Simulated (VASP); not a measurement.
Here is a VASP 6.6.1 calculation.

File INCAR:

```
SYSTEM = CoSi2
ALGO     = Normal         ! electronic algorithm
EDIFF    = 1E-6           ! SCF threshold, eV
ENCUT    = 520            ! plane-wave cutoff, eV
GGA      = PS             ! functional
ISIF     = 2              ! what is computed and relaxed
ISMEAR   = 1              ! smearing method
LASPH    = .True.         ! aspherical terms in the spheres
LCHARG   = .False.        ! write CHGCAR
LREAL    = .False.        ! projectors in reciprocal space
LWAVE    = .False.        ! write WAVECAR
NBANDS   = 36             ! bands
NELM     = 100            ! most SCF steps
PREC     = Accurate       ! precision mode
SIGMA    = 0.1            ! smearing width, eV
```

File KPOINTS:

```
k-points
0
Gamma
  18 18 6
  0 0 0
```

Contents of POSCAR:

```
CoSi2
1.0
    3.8134596299      0.0000000000      0.0000000000
   -1.9067298149      3.3025529158      0.0000000000
    0.0000000000      0.0000000000      9.0871967584
Si Co
6 3
Direct
    0.6666666667      0.3333333333      0.0834712569
    0.3333333333      0.6666666667      0.2498620765
    0.0000000000      0.0000000000      0.4168045902
    0.6666666667      0.3333333333      0.5831954098
    0.3333333333      0.6666666667      0.7501379235
    0.0000000000      0.0000000000      0.9165287431
    0.0000000000      0.0000000000      0.1666666667
    0.3333333333      0.6666666667      0.5000000000
    0.6666666667      0.3333333333      0.8333333333
```

Potentials or basis: VASP PAW PBE potentials, release 64 (Si, Co).

The run is started by

```console
$ cat potpaw_PBE.64/Si/POTCAR potpaw_PBE.64/Co/POTCAR > POTCAR
$ mpirun -np 1 vasp_std > vasp.out
```

**Question.** What does it give for the largest force?

**Answer.** 0.290 eV/Å.

**Question.** Predict the pressure.

**Answer.** -3.0 GPa.

Stress tensor (GPa, compression positive):
```
-5.88  0.00  0.00
 0.00 -5.88  0.00
 0.00  0.00  2.69
```

Caveat: the PAW data sets were made with another functional, which shifts forces and pressure a little. Spin polarisation is off, so any magnetic state and its effect on volume and gap are missing.
